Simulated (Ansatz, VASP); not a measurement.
## Ge: VASP beside Ansatz

```xyz
2
Lattice="-2.6385 2.6414 1.4588 2.6414 -2.6385 1.4588 2.6536 2.6536 -1.4536" Properties=species:S:1:pos:R:3 pbc="T T T"
Ge    0.0155    5.2945    0.0052
Ge    0.0078    2.6487    0.7320
```

Alike in both runs: task single point; functional revPBE; k mesh 14 × 14 × 10; occupations fermi-dirac, width 0.1 eV; no spin polarisation.

|  | VASP | Ansatz |
| --- | --- | --- |
| version | VASP 6.6.1 | Ansatz 0.2.0 |
| potentials or method | VASP PAW PBE potentials, release 64 (Ge_d), cutoff 520 eV | plane waves (420 eV) with PAW, scalar-relativistic |
| valence electrons in the cell | 28 | 28 |

```csv
,VASP,Ansatz,Ansatz less VASP
pressure (GPa),-2.5,-2.3,+0.19
"traceless stress, the component that is largest in VASP (GPa)",-0.33,-0.33,-0.002
```

VASP's potentials were made for PBE, not for revPBE. With one functional, cell and mesh, what is left measures potentials, basis and numerics.
